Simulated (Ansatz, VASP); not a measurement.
## One calculation of SrTiO3, two programs

```
Sr Ti O
1.0
     3.93641    0.00000    0.00000
     0.00000    3.93641    0.00000
     0.00000    0.00000    3.93641
Sr Ti O
1 1 3
Direct
  0.97670 0.00000 0.00000
  0.53249 0.50000 0.50000
  0.00529 0.50000 0.50000
  0.51255 0.00000 0.50000
  0.51255 0.50000 0.00000
```

Change from the starting cell: mode 1 frozen in at -0.019 Å and mode 7 at -0.115 Å (largest displacements).

Alike in both runs: task single point; functional PBE; k mesh 8 × 8 × 8; occupations gaussian, width 0.05 eV; no spin polarisation.

|  | VASP | Ansatz |
| --- | --- | --- |
| version | VASP 6.6.1 | Ansatz 0.2.0 |
| potentials or method | VASP PAW PBE potentials, release 64 (Sr_sv, Ti_sv, O), cutoff 520 eV | scalar-relativistic, plane waves, PAW |
| valence electrons in the cell | 40 | 40 |

|  | VASP | Ansatz | Ansatz less VASP |
| --- | --- | --- | --- |
| gap on the k mesh at the Fermi level (eV) | 1.84 | 1.87 | +0.035 |
| least direct gap on the mesh (eV) | 2.29 | 2.30 | +0.019 |
| pressure (GPa) | 2.0 | 1.4 | -0.62 |
| traceless stress, the component that is largest in VASP (GPa) | 0.91 | 0.87 | -0.035 |
| rms of the force components (eV/Å) | 0.246 | 0.230 | -0.0160 |

Atom by atom the forces differ by 0.020 eV/Å (rms over components).
